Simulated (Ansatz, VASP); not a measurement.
Two plane-wave programs on BAs

File INCAR:

```
PREC = Accurate ; ENCUT = 560
EDIFF = 1E-6 ; ISMEAR = -1
SIGMA = 0.02 ; LREAL = F
LASPH = T ; NELM = 120
ALGO = Normal ; ISIF = 2
LWAVE = F ; LCHARG = F
GGA = PE ; NBANDS = 16
GGA_COMPAT = F
```

KPOINTS

```
Automatic mesh
0
Gamma
  10 10 10
```

File POSCAR:

```
BAs
1.0
    0.0000000000      2.3918676074      2.4277456215
    2.3918676074      0.0000000000      2.4277456215
    2.3918676074      2.3918676074      0.0000000000
B As
1 1
Direct
    0.0000000000      0.0000000000      0.0000000000
    0.2500000000      0.2500000000      0.2500000000
```

Input for Ansatz:

```yaml
crystal:
  lattice:
    - [0.0, 2.3918676074, 2.4277456215]
    - [2.3918676074, 0.0, 2.4277456215]
    - [2.3918676074, 2.3918676074, 0.0]
  atoms:
    - { symbol: B, position: [0.0, 0.0, 0.0] }
    - { symbol: As, position: [0.25, 0.25, 0.25] }
kpoints:
  mp_grid: { grid: [10, 10, 10] }
  band_path:
    path:
      - [0.0, 0.0, 0.0]
      - [-0.5, -0.5, 0.0]
      - [-0.375, -0.375, 0.25]
      - [-0.375, 0.0, 0.375]
      - [0.0, 0.0, 0.5]
      - [-0.5, -0.25, 0.25]
      - [0.0, 0.4, 0.4]
    npoints: 1
hamiltonian:
  xc: pbe
scf:
  occupations: { method: fermi_dirac, width: 0.02 }
  n_extra_bands: 4
output:
  forces: true
  stress: true
  eigenvalues: true
```

Change from the starting cell: uniaxial_z strain +1.5%.

Alike in both runs: task single point; functional PBE; k mesh 10 × 10 × 10; occupations fermi-dirac, width 0.02 eV; no spin polarisation.

```csv
,VASP,Ansatz
version,VASP 6.6.1,Ansatz 0.2.0
potentials or method,"VASP PAW PBE potentials, release 64 (B, As_d)","plane waves, PAW"
plane-wave cutoff (eV),560,420
valence electrons in the cell,18,18
```

```csv
,VASP,Ansatz,Ansatz less VASP
gap on the k mesh at the Fermi level (eV),1.09,1.09,-0.002
pressure (GPa),-0.1,0.1,+0.23
"traceless stress, the component that is largest in VASP (GPa)",-2.07,-2.07,+0.006
```
